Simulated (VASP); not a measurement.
# Ca3GeBiH4 (P6/mmm) in VASP: relaxation of cell and atoms with PBE

Aim: the relaxation of cell and atoms of Ca3GeBiH4 with PBE.

Everything below comes from runs of VASP 6.6.1. Logs are shortened: lines on timing, memory, paths and dates and some standing lists are left out, and cuts for length are marked.

## Step 1: The cell of the first run

The structure is hexagonal, space group P6/mmm (No. 191). The conventional cell has a = 7.069 Å, b = 7.069 Å, c = 5.272 Å, α = 90.00°, β = 90.00°, γ = 120.00°. Ca (site symmetry mmm) has 2 H at 2.04 Å within 2.7 Å. Ge (site symmetry 6/mmm) has 2 Bi at 2.64 Å within 3.5 Å. Within 3.6 Å of Bi (site symmetry 6/mmm) lie 2 Ge at 2.64 Å and 6 Ca at 3.53 Å. H (site symmetry -6m2) has 3 Ca at 2.04 Å and 2 H at 2.64 Å within 2.7 Å. H (site symmetry -6m2) has 2 H at 2.64 Å and 6 Ca at 3.33 Å within 3.5 Å.

The cell was generated, and may not be a known phase.

## Step 2: Relaxation of cell and atoms, PBE

The input, INCAR:

```
PREC = Accurate
ENCUT = 600
EDIFF = 1E-7
ISMEAR = 0
SIGMA = 0.1
LREAL = F
LASPH = T
NELM = 60
ALGO = Normal
ISIF = 3
LWAVE = F
LCHARG = F
GGA = PE
IBRION = 2
NSW = 100
EDIFFG = -0.01
```

The input, KPOINTS:

```
Automatic mesh
0
Gamma
  6 6 8
```

The input, POSCAR:

```
Ca3GeBiH4
1.0
    7.0688570649      0.0000000000      0.0000000000
   -3.5344285324      6.1218097939      0.0000000000
    0.0000000000      0.0000000000      5.2723579145
Ca Ge Bi H
3 1 1 4
Direct
    0.5000000000      0.0000000000      0.5000000000
    0.0000000000      0.5000000000      0.5000000000
    0.5000000000      0.5000000000      0.5000000000
    0.0000000000      0.0000000000      0.0000000000
    0.0000000000      0.0000000000      0.5000000000
    0.3333333333      0.6666666667      0.5000000000
    0.6666666667      0.3333333333      0.5000000000
    0.3333333333      0.6666666667      0.0000000000
    0.6666666667      0.3333333333      0.0000000000
```

Potentials or basis: VASP PAW PBE potentials, release 64 (Ca_sv, Ge_d, Bi_d, H).

Started as:

```
$ cat potpaw_PBE.64/Ca_sv/POTCAR potpaw_PBE.64/Ge_d/POTCAR potpaw_PBE.64/Bi_d/POTCAR potpaw_PBE.64/H/POTCAR > POTCAR
$ mpirun -np 1 vasp_std > vasp.out
```

OUTCAR:

```text
PREC = Accurate
   ENCUT = 600
   EDIFF = 1E-7
   ISMEAR = 0
   LREAL = F
   LASPH = T
   NELM = 60
   ISIF = 3
   GGA = PE
   IBRION = 2
   NSW = 100
   EDIFFG = -0.01

 ion  position               nearest neighbor table
   1  0.500  0.000  0.500-   5 3.53   5 3.53
   2  0.000  0.500  0.500-   5 3.53   5 3.53
   3  0.500  0.500  0.500-   5 3.53   5 3.53
   4  0.000  0.000  0.000-   5 2.64   5 2.64
   5  0.000  0.000  0.500-   4 2.64   4 2.64   2 3.53   2 3.53   1 3.53   1 3.53   3 3.53   3 3.53

   6  0.333  0.667  0.500-
   7  0.667  0.333  0.500-
   8  0.333  0.667  0.000-
   9  0.667  0.333  0.000-

  LATTYP: Found a hexagonal cell.
 ALAT       =     7.0688570649
 C/A-ratio  =     0.7458571967

  Lattice vectors:

 A1 = (   7.0688570649,   0.0000000000,   0.0000000000)
 A2 = (  -3.5344285324,   6.1218097939,   0.0000000000)
 A3 = (   0.0000000000,   0.0000000000,   5.2723579145)

Analysis of symmetry for initial positions (statically):
=====================================================================
 Subroutine PRICEL returns:
 Original cell was already a primitive cell.

 Routine SETGRP: Setting up the symmetry group for a
 hexagonal supercell.

 Subroutine GETGRP returns: Found 24 space group operations
 (whereof 24 operations were pure point group operations)
 out of a pool of 24 trial point group operations.

The static configuration has the point symmetry D_6h.

Analysis of symmetry for dynamics (positions and initial velocities):
=====================================================================
 Subroutine PRICEL returns:
 Original cell was already a primitive cell.

 Routine SETGRP: Setting up the symmetry group for a
 hexagonal supercell.

 Subroutine GETGRP returns: Found 24 space group operations
 (whereof 24 operations were pure point group operations)
 out of a pool of 24 trial point group operations.

The dynamic configuration has the point symmetry D_6h.

 Subroutine INISYM returns: Found 24 space group operations
 (whereof 24 operations are pure point group operations),
 and found     1 'primitive' translations

----------------------------------------------------------------------------------------

                                     Primitive cell

  volume of cell :     228.1571

  direct lattice vectors                    reciprocal lattice vectors
     7.068857065  0.000000000  0.000000000     0.141465585  0.081675194  0.000000000
    -3.534428532  6.121809794  0.000000000     0.000000000  0.163350387  0.000000000
     0.000000000  0.000000000  5.272357914     0.000000000  0.000000000  0.189668459

  length of vectors
     7.068857065  7.068857065  5.272357914     0.163350387  0.163350387  0.189668459

  position of ions in fractional coordinates (direct lattice)
     0.500000000  0.000000000  0.500000000
     0.000000000  0.500000000  0.500000000
     0.500000000  0.500000000  0.500000000
     0.000000000  0.000000000  0.000000000
     0.000000000  0.000000000  0.500000000
     0.333333333  0.666666667  0.500000000
     0.666666667  0.333333333  0.500000000
     0.333333333  0.666666667  0.000000000
     0.666666667  0.333333333  0.000000000

  ion indices of the primitive-cell ions
   primitive index   ion index
                 1           1
                 2           2
                 3           3
                 4           4
                 5           5
                 6           6
                 7           7
                 8           8
                 9           9

----------------------------------------------------------------------------------------

 KPOINTS: Automatic mesh

Automatic generation of k-mesh.
 Grid dimensions read from file:
 generate k-points for:    6    6    8

 Generating k-lattice:

  Cartesian coordinates                     Fractional coordinates (reciprocal lattice)
     0.023577598  0.013612532  0.000000000     0.166666667  0.000000000  0.000000000
     0.000000000  0.027225065  0.000000000     0.000000000  0.166666667  0.000000000
     0.000000000  0.000000000  0.023708557     0.000000000  0.000000000  0.125000000

  Length of vectors
     0.027225065  0.027225065  0.023708557

  Shift w.r.t. Gamma in fractional coordinates (k-lattice)
     0.000000000  0.000000000  0.000000000

 Subroutine IBZKPT returns following result:
 ===========================================

 Found     35 irreducible k-points:

 Following reciprocal coordinates:
            Coordinates               Weight
  0.000000  0.000000  0.000000      1.000000
  0.166667 -0.000000  0.000000      6.000000
  0.333333 -0.000000  0.000000      6.000000
  0.500000 -0.000000  0.000000      3.000000
  0.166667  0.166667  0.000000      6.000000
  0.333333  0.166667  0.000000     12.000000
[... 16 lines left out ...]
  0.166667 -0.000000  0.375000     12.000000
  0.333333 -0.000000  0.375000     12.000000
 [... further k-points ...]
   k-points           NKPTS =     35   k-points in BZ     NKDIM =     35   number of bands    NBANDS=     37
   number of dos      NEDOS =    301   number of ions     NIONS =      9
   total plane-waves  NPLWV = 131712
   dimension x,y,z NGX =    56 NGY =   56 NGZ =   42
   dimension x,y,z NGXF=   112 NGYF=  112 NGZF=   84
   ions per type =               3   1   1   4
   NGX,Y,Z   is equivalent  to a cutoff of  13.17, 13.17, 13.24 a.u.
   NGXF,Y,Z  is equivalent  to a cutoff of  26.34, 26.34, 26.49 a.u.
 SYSTEM =  unknown system
   PREC   = accura    normal or accurate (medium, high low for compatibility)
   ISTART =      0    job   : 0-new  1-cont  2-samecut
   ICHARG =      2    charge: 1-file 2-atom 10-const
   ISPIN  =      1    spin polarized calculation?
   LNONCOLLINEAR =      F non collinear calculations
   LSORBIT =      F    spin-orbit coupling
   LASPH  =      T    aspherical Exc in radial PAW
   ENCUT  =  600.0 eV  44.10 Ry    6.64 a.u.  14.12 14.12 10.53*2*pi/ulx,y,z
   NELM   =     60;   NELMIN=  2; NELMDL= -5     # of ELM steps
   EDIFF  = 0.1E-06   stopping-criterion for ELM
   LREAL  =      F    real-space projection
   EDIFFG = -.1E-01   stopping-criterion for IOM
   NSW    =    100    number of steps for IOM
   IBRION =      2    ionic relax: 0-MD 1-quasi-New 2-CG
   NFREE  =      1    steps in history (QN), initial steepest desc. (CG)
   ISIF   =      3    stress and relaxation
   ISYM   =      2    0-nonsym 1-usesym 2-fastsym
   POTIM  = 0.5000    time-step for ionic-motion
   TEBEG  =    0.0;   TEEND  =   0.0 temperature during run
   PSTRESS=    0.0 pullay stress
   NELECT =      63.0000    total number of electrons
   NUPDOWN=      -1.0000    fix difference up-down
   EMIN   =  10.00;   EMAX   =-10.00  energy-range for DOS
   EFERMI =   0.00;   METHOD = LEGACY
   ISMEAR =     0;   SIGMA  =   0.10  broadening in eV -4-tet -1-fermi 0-gaus
   EFERMI_NEDOS =   21; number of points for ismear=-14 and -15
   IALGO  =     38    algorithm
   IMIX   =      4    mixing-type and parameters
     AMIX     =   0.40;   BMIX     =  1.00
     AMIX_MAG =   1.60;   BMIX_MAG =  1.00
  volume/ion in A,a.u.               =      25.35       171.08
  Fermi-wavevector in a.u.,A,eV,Ry     =   1.066049  2.014540 15.462474  1.136460
  Thomas-Fermi vector in A             =   2.201620
   LORBIT       =      0    0 simple, 1 ext, 2 COOP (PROOUT), +10 PAW based schemes
   GGA     = PE    functional components
   LHFCALC =     F    Hartree Fock is set to
   AEXX    =    0.0000 exact exchange contribution
   IVDW    =     0    specifies the selected vdW correction
   LEPSILON=     F    determine dielectric tensor
   LRPA    =     F    only Hartree local field effects (RPA)
 conjugate gradient relaxation of ions
 non-spin polarized calculation
 Gauss-broadening in eV      SIGMA  =   0.10
  energy-cutoff  :      600.00
  volume of cell :      228.16
 maximum number of plane-waves:      7659
   NGX = 29   NGY = 29   NGZ = 21

--------------------------------------- Ionic step        1  -------------------------------------------

 number of electron      63.0000009 magnetization

 Free energy of the ion-electron system (eV)
  ---------------------------------------------------
  ext. energy  EPLUGINS =         0.00000000
  ---------------------------------------------------
  free energy    TOTEN  =       -26.46214061 eV

  energy without entropy =      -26.43663729  energy(sigma->0) =      -26.44938895

------------------------ aborting loop because EDIFF is reached ----------------------------------------

  FORCE on cell =-STRESS in cart. coord.  units (eV):
  Direction    XX          YY          ZZ          XY          YZ          ZX
  --------------------------------------------------------------------------------------
  -------------------------------------------------------------------------------------
  Total        0.4166131      0.4166131     -1.9489643      0.0000000      0.0000000     -0.0000000
  in kB        2.9255638      2.9255638    -13.6861268      0.0000000      0.0000000     -0.0000000
  external PRESSURE =      -2.6116664 kB  Pullay stress =       0.0000000 kB
[... 114 lines left out ...]
  energy  without entropy=      -26.4634199126  energy(sigma->0) =      -26.47327196

--------------------------------------- Ionic step        4  -------------------------------------------

 number of electron      63.0000018 magnetization

 Free energy of the ion-electron system (eV)
  ---------------------------------------------------
  ext. energy  EPLUGINS =         0.00000000
  ---------------------------------------------------
  free energy    TOTEN  =       -26.48318364 eV

  energy without entropy =      -26.46354348  energy(sigma->0) =      -26.47336356

 E-fermi :   2.2501     XC(G=0):  -7.7591

 val. band max:        2.2500164721   @ k =   0.0000   0.0000   0.1250
 cond. band min:       2.2528963225   @ k =   0.1667   0.1667   0.2500
 fundamental gap:      0.0028798504
 Fermi energy:         2.2500594487

 k-point     1 :       0.0000    0.0000    0.0000
  band No.  band energies     occupation
      1     -40.0787      2.00000
      2     -40.0515      2.00000
      3     -40.0515      2.00000
      4     -22.8837      2.00000
      5     -22.7528      2.00000
      6     -22.7528      2.00000
[... 949 lines left out ...]
     36       3.7894      0.00000
     37       4.0935      0.00000

 [... further k-points ...]

------------------------ aborting loop because EDIFF is reached ----------------------------------------

  FORCE on cell =-STRESS in cart. coord.  units (eV):
  Direction    XX          YY          ZZ          XY          YZ          ZX
  --------------------------------------------------------------------------------------
  -------------------------------------------------------------------------------------
  Total       -0.0635016     -0.0635016     -0.0164571     -0.0000000     -0.0000000     -0.0000000
  in kB       -0.4502868     -0.4502868     -0.1166969     -0.0000000     -0.0000000     -0.0000000
  external PRESSURE =      -0.3390902 kB  Pullay stress =       0.0000000 kB
[... 24 lines left out ...]
  FREE ENERGIE OF THE ION-ELECTRON SYSTEM (eV)
  ---------------------------------------------------
  free  energy   TOTEN  =       -26.4831836400 eV

  energy  without entropy=      -26.4635434821  energy(sigma->0) =      -26.47336356

 reached required accuracy - stopping structural energy minimisation
```

Wall time 37 min (1 thread of Intel Xeon 8259CL, shared host); peak memory 0.65 GiB.

What came out:

* Free energy: -26.4832 eV
* Relaxed volume: 25.11 Å³/atom
* Relaxed cell: a = 7.094 Å, b = 7.094 Å, c = 5.184 Å, α = 90.00°, β = 90.00°, γ = 120.00°
* Space group after relaxing (to 0.1 Å): P6/mmm (No. 191)
* Energy gained by relaxing: 2.3 meV/atom
* Ionic steps: 4
* Pressure after relaxing: 0.0 GPa
* Band gap on the k mesh: zero (an odd number of electrons rules out a gap without spin polarisation)

The path:
```csv
step,energy change (eV),largest force (eV/Å),pressure (GPa),volume (Å³)
1,0.0000,0.0000,-0.26,228.16
2,-0.0177,0.0000,-0.17,226.78
3,-0.0210,0.0000,-0.06,226.06
4,-0.0210,0.0000,-0.03,225.95
```

Final structure:
```xyz
9
Lattice="7.0941 0.0000 0.0000 -3.5471 6.1437 0.0000 0.0000 0.0000 5.1841" Properties=species:S:1:pos:R:3 pbc="T T T"
Ca    3.5471    0.0000    2.5921
Ca   -1.7735    3.0719    2.5921
Ca    1.7735    3.0719    2.5921
Ge    0.0000    0.0000    5.1841
Bi    0.0000    0.0000    2.5921
H     0.0000    4.0958    2.5921
H     3.5471    2.0479    2.5921
H     0.0000    4.0958    0.0000
H     3.5471    2.0479    5.1841
```

Caveat: spin-orbit coupling is left out, which moves the levels of the heavy elements; an odd number of electrons without spin polarisation forces a metal; a magnetic or distorted state may lie lower.
